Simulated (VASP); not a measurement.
A run of VASP 6.6.1 is set up as follows.

The input INCAR:

```
SYSTEM = La
PREC     = Accurate       ! precision mode
ENCUT    = 520            ! plane-wave cutoff, eV
EDIFF    = 1E-6           ! SCF threshold, eV
ISMEAR   = -1             ! smearing method
SIGMA    = 0.1            ! smearing width, eV
LREAL    = .FALSE.        ! projectors in reciprocal space
LASPH    = .TRUE.         ! aspherical terms in the spheres
NELM     = 100            ! most SCF steps
ALGO     = Normal         ! electronic algorithm
ISIF     = 2              ! what is computed and relaxed
LWAVE    = .FALSE.        ! write WAVECAR
LCHARG   = .FALSE.        ! write CHGCAR
GGA      = PE             ! functional
NBANDS   = 12             ! bands
```

KPOINTS

```
Automatic mesh
0
G
  14 14 14
  0 0 0
```

The input POSCAR:

```
La
1.0
   -1.9760582484      1.9760582484      1.9760582484
    1.9760582484     -1.9760582484      1.9760582484
    1.9760582484      1.9760582484     -1.9760582484
La
1
Direct
    0.0000000000      0.0000000000      0.0000000000
```

Potentials or basis: VASP PAW PBE potentials, release 64 (La).

Run with:

```bash
$ cat potpaw_PBE.64/La/POTCAR > POTCAR
$ mpirun -np 1 vasp_std > vasp.out
```

Question: Predict the band gap on the k mesh.

Answer: Zero (an odd number of electrons rules out a gap without spin polarisation).

Question: Estimate the pressure.

Answer: 7.1 GPa.

Caveat: the cell stands under pressure; spin-orbit coupling is left out, which moves the levels of the heavy elements.
